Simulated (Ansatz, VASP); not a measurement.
One calculation of Zr, two programs

INCAR

```
  PREC = Accurate
  ENCUT = 600
  EDIFF = 1E-6
  ISMEAR = -1
  SIGMA = 0.05
  LREAL = False
  LASPH = True
  NELM = 100
  ALGO = Normal
  ISIF = 3
  LWAVE = False
  LCHARG = False
  GGA = PE
  IBRION = 2
  NSW = 100
  EDIFFG = -0.005
```

KPOINTS

```
regular mesh
0
Gamma
  16 16 16
```

The input POSCAR:

```
Zr
1.0
   -1.7852584892      1.7852584892      1.7852584892
    1.7852584892     -1.7852584892      1.7852584892
    1.7852584892      1.7852584892     -1.7852584892
Zr
1
Direct
    0.0000000000      0.0000000000      0.0000000000
```

Input for Ansatz:

```yaml
crystal:
  lattice:
    - [-1.7852584892, 1.7852584892, 1.7852584892]
    - [1.7852584892, -1.7852584892, 1.7852584892]
    - [1.7852584892, 1.7852584892, -1.7852584892]
  atoms:
    - { symbol: Zr, position: [0.0, 0.0, 0.0] }
kpoints:
  mp_grid: { grid: [16, 16, 16] }
scf:
  occupations: { method: fermi_dirac, width: 0.05 }
hamiltonian:
  xc: pbe
  pseudopotentials: { kind: paw }
output:
  forces: true
  stress: true
relax:
  f_tol: 0.005
  max_steps: 80
  cell: {}
```

Alike in both runs: task relaxation of cell and atoms; functional PBE; k mesh 16 × 16 × 16; occupations fermi-dirac, width 0.05 eV; no spin polarisation.

|  | VASP | Ansatz |
| --- | --- | --- |
| version | VASP 6.6.1 | Ansatz 0.2.0 |
| potentials or method | VASP PAW PBE potentials, release 64 (Zr_sv) | PAW with Ansatz's default frozen-core files, scalar-relativistic |
| plane-wave cutoff (eV) | 600 | 420 |
| valence electrons in the cell | 12 | 12 |

|  | VASP | Ansatz | Ansatz less VASP |
| --- | --- | --- | --- |
| relaxed volume (Å³/atom) | 22.85 | 22.84 | -0.009 |
| relaxed cell length with the largest relative difference (Å) | 3.096 | 3.096 | -0.0004 |
